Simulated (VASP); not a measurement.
# LiH (Fm-3m) in VASP: notebook

LiH is run at these levels: r2SCAN; tasks: single point.

Everything below comes from runs of VASP 6.6.1. Logs are shortened: lines on timing, memory, paths and dates and some standing lists are left out, and cuts for length are marked.

## (1) The cell of the first run

It takes space group Fm-3m (No. 225, cubic). The conventional cell has a = 4.074 Å, b = 4.074 Å, c = 4.074 Å, α = 90.00°, β = 90.00°, γ = 90.00°. Li (site symmetry m-3m) has 6 H at 2.04 Å within 2.7 Å. Within 2.7 Å of H (site symmetry m-3m) lie 6 Li at 2.04 Å.

## (2) Single point, r2SCAN

Contents of POSCAR:

```
LiH
1.0
    0.0000000000      2.0367500000      2.0367500000
    2.0367500000      0.0000000000      2.0367500000
    2.0367500000      2.0367500000      0.0000000000
Li H
1 1
Direct
    0.0000000000      0.0000000000      0.0000000000
    0.5000000000      0.5000000000      0.5000000000
```

Contents of INCAR.step1:

```
PREC = Accurate
ENCUT = 520
ISMEAR = -1
SIGMA = 0.05
LREAL = F
LASPH = T
NELM = 60
NBANDS = 9
GGA = PE
ALGO = Normal
EDIFF = 1E-4
LWAVE = T
LCHARG = F
```

Contents of INCAR.step2:

```
PREC = Accurate
ENCUT = 520
EDIFF = 1E-7
ISMEAR = -1
SIGMA = 0.05
LREAL = F
LASPH = T
NELM = 60
ALGO = Normal
ISIF = 2
LWAVE = F
LCHARG = F
METAGGA = R2SCAN
LMIXTAU = T
NBANDS = 9
ISTART = 1
```

Contents of KPOINTS:

```
regular mesh
0
Gamma
  11 11 11
```

Potentials or basis: VASP PAW PBE potentials, release 64 (Li_sv, H).

The run is started by

```console
> cat potpaw_PBE.64/Li_sv/POTCAR potpaw_PBE.64/H/POTCAR > POTCAR
> cp INCAR.step1 INCAR
> mpirun -np 1 vasp_std > vasp.out
> cp INCAR.step2 INCAR
> mpirun -np 1 vasp_std > vasp.out
```

OUTCAR:

```text
PREC = Accurate
   ENCUT = 520
   EDIFF = 1E-7
   ISMEAR = -1
   LREAL = F
   LASPH = T
   NELM = 60
   ISIF = 2
   METAGGA = R2SCAN
   ISTART = 1

 ion  position               nearest neighbor table
   1  0.000  0.000  0.000-
   2  0.500  0.500  0.500-

  LATTYP: Found a face centered cubic cell.
 ALAT       =     4.0735000000

  Lattice vectors:

 A1 = (   0.0000000000,   2.0367500000,   2.0367500000)
 A2 = (   2.0367500000,   0.0000000000,   2.0367500000)
 A3 = (   2.0367500000,   2.0367500000,   0.0000000000)

Analysis of symmetry for initial positions (statically):
=====================================================================
 Subroutine PRICEL returns:
 Original cell was already a primitive cell.

 Routine SETGRP: Setting up the symmetry group for a
 face centered cubic supercell.

 Subroutine GETGRP returns: Found 48 space group operations
 (whereof 48 operations were pure point group operations)
 out of a pool of 48 trial point group operations.

The static configuration has the point symmetry O_h .

Analysis of symmetry for dynamics (positions and initial velocities):
=====================================================================
 Subroutine PRICEL returns:
 Original cell was already a primitive cell.

 Routine SETGRP: Setting up the symmetry group for a
 face centered cubic supercell.

 Subroutine GETGRP returns: Found 48 space group operations
 (whereof 48 operations were pure point group operations)
 out of a pool of 48 trial point group operations.

The dynamic configuration has the point symmetry O_h .

 Subroutine INISYM returns: Found 48 space group operations
 (whereof 48 operations are pure point group operations),
 and found     1 'primitive' translations

----------------------------------------------------------------------------------------

                                     Primitive cell

  volume of cell :      16.8983

  direct lattice vectors                    reciprocal lattice vectors
     0.000000000  2.036750000  2.036750000    -0.245489137  0.245489137  0.245489137
     2.036750000  0.000000000  2.036750000     0.245489137 -0.245489137  0.245489137
     2.036750000  2.036750000  0.000000000     0.245489137  0.245489137 -0.245489137

  length of vectors
     2.880399473  2.880399473  2.880399473     0.425199658  0.425199658  0.425199658

  position of ions in fractional coordinates (direct lattice)
     0.000000000  0.000000000  0.000000000
     0.500000000  0.500000000  0.500000000

  ion indices of the primitive-cell ions
   primitive index   ion index
                 1           1
                 2           2

----------------------------------------------------------------------------------------

 KPOINTS: regular mesh

Automatic generation of k-mesh.
 Grid dimensions read from file:
 generate k-points for:   11   11   11

 Generating k-lattice:

  Cartesian coordinates                     Fractional coordinates (reciprocal lattice)
    -0.022317194  0.022317194  0.022317194     0.090909091  0.000000000  0.000000000
     0.022317194 -0.022317194  0.022317194     0.000000000  0.090909091  0.000000000
     0.022317194  0.022317194 -0.022317194     0.000000000  0.000000000  0.090909091

  Length of vectors
     0.038654514  0.038654514  0.038654514

  Shift w.r.t. Gamma in fractional coordinates (k-lattice)
     0.000000000  0.000000000  0.000000000

 Subroutine IBZKPT returns following result:
 ===========================================

 Found     56 irreducible k-points:

 Following reciprocal coordinates:
            Coordinates               Weight
  0.000000  0.000000  0.000000      1.000000
  0.090909  0.000000  0.000000      8.000000
  0.181818  0.000000  0.000000      8.000000
  0.272727  0.000000  0.000000      8.000000
  0.363636  0.000000  0.000000      8.000000
  0.454545  0.000000  0.000000      8.000000
[... 16 lines left out ...]
 -0.272727  0.181818  0.000000     24.000000
 -0.181818  0.181818  0.000000     12.000000
 [... further k-points ...]
   k-points           NKPTS =     56   k-points in BZ     NKDIM =     56   number of bands    NBANDS=      9
   number of dos      NEDOS =    301   number of ions     NIONS =      2
   total plane-waves  NPLWV =  13824
   dimension x,y,z NGX =    24 NGY =   24 NGZ =   24
   dimension x,y,z NGXF=    48 NGYF=   48 NGZF=   48
   ions per type =               1   1
   NGX,Y,Z   is equivalent  to a cutoff of  13.85, 13.85, 13.85 a.u.
   NGXF,Y,Z  is equivalent  to a cutoff of  27.70, 27.70, 27.70 a.u.
 SYSTEM =  unknown system
   PREC   = accura    normal or accurate (medium, high low for compatibility)
   ISTART =      1    job   : 0-new  1-cont  2-samecut
   ICHARG =      0    charge: 1-file 2-atom 10-const
   ISPIN  =      1    spin polarized calculation?
   LNONCOLLINEAR =      F non collinear calculations
   LSORBIT =      F    spin-orbit coupling
   LASPH  =      T    aspherical Exc in radial PAW
   ENCUT  =  520.0 eV  38.22 Ry    6.18 a.u.   5.36  5.36  5.36*2*pi/ulx,y,z
   NELM   =     60;   NELMIN=  2; NELMDL=  0     # of ELM steps
   EDIFF  = 0.1E-06   stopping-criterion for ELM
   LREAL  =      F    real-space projection
   EDIFFG = 0.1E-05   stopping-criterion for IOM
   NSW    =      0    number of steps for IOM
   IBRION =     -1    ionic relax: 0-MD 1-quasi-New 2-CG
   NFREE  =      0    steps in history (QN), initial steepest desc. (CG)
   ISIF   =      2    stress and relaxation
   ISYM   =      2    0-nonsym 1-usesym 2-fastsym
   POTIM  = 0.5000    time-step for ionic-motion
   TEBEG  =    0.0;   TEEND  =   0.0 temperature during run
   PSTRESS=    0.0 pullay stress
   NELECT =       4.0000    total number of electrons
   NUPDOWN=      -1.0000    fix difference up-down
   EMIN   =  10.00;   EMAX   =-10.00  energy-range for DOS
   EFERMI =   0.00;   METHOD = LEGACY
   ISMEAR =    -1;   SIGMA  =   0.05  broadening in eV -4-tet -1-fermi 0-gaus
   EFERMI_NEDOS =   21; number of points for ismear=-14 and -15
   IALGO  =     38    algorithm
   IMIX   =      4    mixing-type and parameters
     AMIX     =   0.40;   BMIX     =  1.00
     AMIX_MAG =   1.60;   BMIX_MAG =  1.00
  volume/ion in A,a.u.               =       8.45        57.02
  Fermi-wavevector in a.u.,A,eV,Ry     =   1.012699  1.913724 13.953585  1.025560
  Thomas-Fermi vector in A             =   2.145824
   LORBIT       =      0    0 simple, 1 ext, 2 COOP (PROOUT), +10 PAW based schemes
   METAGGA = R2SCAN    functional components
   LHFCALC =     F    Hartree Fock is set to
   AEXX    =    0.0000 exact exchange contribution
   IVDW    =     0    specifies the selected vdW correction
   LEPSILON=     F    determine dielectric tensor
   LRPA    =     F    only Hartree local field effects (RPA)
 non-spin polarized calculation
  energy-cutoff  :      520.00
  volume of cell :       16.90
 maximum number of plane-waves:       470
 NGX is ok and might be reduce to    24
   NGX = 11   NGY = 11   NGZ = 11

 number of electron       3.9999999 magnetization

 Free energy of the ion-electron system (eV)
  ---------------------------------------------------
  ext. energy  EPLUGINS =         0.00000000
  ---------------------------------------------------
  free energy    TOTEN  =        -6.81298653 eV

  energy without entropy =       -6.81298653  energy(sigma->0) =       -6.81298653

 E-fermi :   0.6487     XC(G=0):  -8.6590

 val. band max:       -0.4459989004   @ k =  -0.4545   0.4545   0.0000
 cond. band min:       3.3570457436   @ k =  -0.4545   0.4545   0.0000
 fundamental gap:      3.8030446440
 Fermi energy:         0.6486928849

 k-point     1 :       0.0000    0.0000    0.0000
  band No.  band energies     occupation
      1     -46.1819      2.00000
      2      -5.6704      2.00000
      3      16.5704      0.00000
      4      18.4633      0.00000
      5      18.4633      0.00000
      6      18.4643      0.00000
      7      22.8240      0.00000
      8      22.8240      0.00000
      9      22.8242      0.00000

 k-point     2 :       0.0909    0.0000    0.0000
  band No.  band energies     occupation
      1     -46.1790      2.00000
      2      -5.5239      2.00000
      3      15.2209      0.00000
      4      17.5609      0.00000
      5      18.0979      0.00000
      6      18.0987      0.00000
      7      22.5491      0.00000
      8      23.6164      0.00000
      9      23.6166      0.00000

 k-point     3 :       0.1818    0.0000    0.0000
  band No.  band energies     occupation
      1     -46.1711      2.00000
      2      -5.0943      2.00000
      3      12.2268      0.00000
      4      16.3494      0.00000
      5      17.4883      0.00000
      6      17.4890      0.00000
      7      23.3393      0.00000
      8      23.9555      0.00000
      9      23.9559      0.00000

 k-point     4 :       0.2727    0.0000    0.0000
  band No.  band energies     occupation
      1     -46.1607      2.00000
      2      -4.4213      2.00000
      3       9.2278      0.00000
      4      15.3079      0.00000
      5      17.0921      0.00000
      6      17.0929      0.00000
      7      21.8619      0.00000
      8      21.8621      0.00000
      9      24.7177      0.00000

 k-point     5 :       0.3636    0.0000    0.0000
  band No.  band energies     occupation
      1     -46.1512      2.00000
      2      -3.6240      2.00000
      3       6.7943      0.00000
      4      14.5477      0.00000
      5      17.0270      0.00000
      6      17.0278      0.00000
      7      20.1665      0.00000
      8      20.1666      0.00000
      9      26.3932      0.00000

 k-point     6 :       0.4545    0.0000    0.0000
  band No.  band energies     occupation
      1     -46.1455      2.00000
      2      -3.0027      2.00000
      3       5.3376      0.00000
      4      14.1502      0.00000
      5      17.2165      0.00000
      6      17.2176      0.00000
      7      19.0862      0.00000
      8      19.0863      0.00000
      9      27.8422      0.00000
[... 169 lines left out ...]
 k-point    21 :      -0.4545    0.1818    0.0000
  band No.  band energies     occupation
      1     -46.1404      2.00000
      2      -2.2733      2.00000
      3       5.2629      0.00000
      4      10.1375      0.00000
      5      14.2122      0.00000
      6      16.5734      0.00000
      7      23.5329      0.00000
      8      24.4536      0.00000
      9      27.6466      0.00000

 k-point    22 :      -0.3636    0.1818    0.0000
  band No.  band energies     occupation
      1     -46.1422      2.00000
      2      -2.5654      2.00000
      3       5.8775      0.00000
      4       9.9087      0.00000
      5      15.2036      0.00000
      6      16.3701      0.00000
      7      22.7004      0.00000
      8      25.3842      0.00000
      9      27.8896      0.00000

 k-point    23 :      -0.2727    0.1818    0.0000
  band No.  band energies     occupation
      1     -46.1485      2.00000
      2      -3.3473      2.00000
      3       7.8017      0.00000
      4      10.0431      0.00000
      5      16.4651      0.00000
      6      16.6215      0.00000
      7      22.1417      0.00000
      8      25.4972      0.00000
      9      26.6944      0.00000

 k-point    24 :      -0.1818    0.1818    0.0000
  band No.  band energies     occupation
      1     -46.1572      2.00000
      2      -4.1522      2.00000
      3      10.4236      0.00000
      4      10.6218      0.00000
      5      16.7795      0.00000
      6      18.3557      0.00000
      7      21.4987      0.00000
      8      24.0659      0.00000
      9      25.3133      0.00000

 [... further k-points ...]

------------------------ aborting loop because EDIFF is reached ----------------------------------------

  FORCE on cell =-STRESS in cart. coord.  units (eV):
  Direction    XX          YY          ZZ          XY          YZ          ZX
  --------------------------------------------------------------------------------------
  -------------------------------------------------------------------------------------
  Total       -0.2169495     -0.2169495     -0.2169495      0.0000000      0.0000000     -0.0000000
  in kB      -20.5696072    -20.5696072    -20.5696072      0.0000000      0.0000000     -0.0000000
  external PRESSURE =     -20.5696072 kB  Pullay stress =       0.0000000 kB

 VOLUME and BASIS-vectors are now :
 -----------------------------------------------------------------------------
  energy-cutoff  :      520.00
  volume of cell :       16.90
      direct lattice vectors                 reciprocal lattice vectors
     0.000000000  2.036750000  2.036750000    -0.245489137  0.245489137  0.245489137
     2.036750000  0.000000000  2.036750000     0.245489137 -0.245489137  0.245489137
     2.036750000  2.036750000  0.000000000     0.245489137  0.245489137 -0.245489137

 POSITION                                       TOTAL-FORCE (eV/Angst)
 -----------------------------------------------------------------------------------
      0.00000      0.00000      0.00000         0.000000     -0.000000      0.000000
      2.03675      2.03675      2.03675        -0.000000      0.000000     -0.000000
 -----------------------------------------------------------------------------------
    total drift:                                0.000000     -0.000000     -0.000000

  FREE ENERGIE OF THE ION-ELECTRON SYSTEM (eV)
  ---------------------------------------------------
  free  energy   TOTEN  =        -6.8129865318 eV

  energy  without entropy=       -6.8129865318  energy(sigma->0) =       -6.81298653
```

Run time: 60 s. Hardware: 1 thread of Intel Xeon 8259CL, shared host; peak memory 0.14 GiB.

What came out:

- Free energy: -6.8130 eV
- Band gap on the k mesh: 3.80 eV

Levels at points of the mesh, in eV from the valence-band top:
| k point | band 1 | band 2 | band 3 | band 4 | band 5 |
| --- | --- | --- | --- | --- | --- |
| (0.00, 0.00, 0.00) | -45.74 | -5.22 | 17.02 | 18.91 | 18.91 |

Caveat: the cutoff is under 1.25 times the usual one of these potentials, so pressure, stress and relaxed cells hold a basis-set (Pulay) error; the PAW data sets were made with another functional, which shifts forces and pressure a little; an odd mesh through Γ misses points on the zone boundary, where band edges can lie.

[end of part 1 of 2]
